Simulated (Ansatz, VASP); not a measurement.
**CaSe: VASP beside Ansatz**

```
Ca Se
1.0
     0.00000    3.23037    3.23037
     3.23037    0.00000    3.23037
     3.23037    3.23037    0.00000
Ca Se
1 1
Direct
  0.00000 0.00000 0.00000
  0.25000 0.25000 0.25000
```

Change from the starting cell: hydrostatic strain -1.5%.

Alike in both runs: task single point; functional PBE; k mesh 6 × 6 × 6; occupations fermi-dirac, width 0.02 eV; no spin polarisation.

|  | VASP | Ansatz |
| --- | --- | --- |
| version | VASP 6.6.1 | Ansatz 0.2.0 |
| potentials or method | VASP PAW PBE potentials, release 64 (Ca_sv, Se) | plane waves, PAW |
| plane-wave cutoff (eV) | 520 | 420 |
| valence electrons in the cell | 16 | 26 |

|  | VASP | Ansatz | Ansatz less VASP |
| --- | --- | --- | --- |
| gap on the k mesh at the Fermi level (eV) | 3.34 | 3.35 | +0.002 |
| pressure (GPa) | 2.3 | 2.2 | -0.13 |

With one functional, cell and mesh, what is left measures potentials, basis and numerics. VASP's potentials hold 16 valence electrons a cell and Ansatz's 26, so a difference there can come from the potentials and not from the codes.
